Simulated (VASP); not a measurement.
Here is a VASP 6.6.1 calculation.

Contents of INCAR:

```
SYSTEM = K
PREC = Accurate
ENCUT = 520
EDIFF = 1E-6
ISMEAR = -1
SIGMA = 0.1
LREAL = .False.
LASPH = .True.
NELM = 100
ALGO = Normal
ISIF = 2
LWAVE = .False.
LCHARG = .False.
GGA = PS
NBANDS = 10
```

The input KPOINTS:

```
regular mesh
0
Gamma
  18 18 18
  0 0 0
```

POSCAR

```
K
1.0
    0.0000000000      3.2909461002      3.2909461002
    3.2909461002      0.0000000000      3.2909461002
    3.2909461002      3.2909461002      0.0000000000
K
1
Direct
    0.0000000000      0.0000000000      0.0000000000
```

Potentials or basis: VASP PAW PBE potentials, release 64 (K_sv).

Command:

```sh
$ cat potpaw_PBE.64/K_sv/POTCAR > POTCAR
$ mpirun -np 1 vasp_std > vasp.out
```

Problem. Predict the pressure.

Solution. 0.0 GPa.

Caveat: the PAW data sets were made with another functional, which shifts forces and pressure a little.
